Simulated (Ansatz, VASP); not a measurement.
# One calculation of Na, two programs

```
Na
1.0
     3.81861    0.00000    0.00000
    -1.90931    3.30701    0.00000
     0.00000    0.00000    5.98878
Na
2
Direct
  0.33333 0.66667 0.25000
  0.66667 0.33333 0.75000
```

Alike in both runs: task single point; functional PBEsol; k mesh 18 × 18 × 10; occupations gaussian, width 0.15 eV; no spin polarisation.

```csv
,VASP,Ansatz
version,VASP 6.6.1,Ansatz 0.2.0
potentials or method,"VASP PAW PBE potentials, release 64 (Na_pv), cutoff 520 eV","scalar-relativistic, plane waves, PAW"
valence electrons in the cell,14,18
```

```csv
,VASP,Ansatz,Ansatz less VASP
gap on the k mesh at the Fermi level (eV),none,none,-
pressure (GPa),-0.2,-0.3,-0.03
"traceless stress, the component that is largest in VASP (GPa)",0.29,0.29,0.000
```

VASP's potentials were made for PBE, not for PBEsol. A gap of «none» marks a metal or a gap that the smearing closes. VASP's potentials hold 14 valence electrons a cell and Ansatz's 18, so a difference there can come from the potentials and not from the codes.
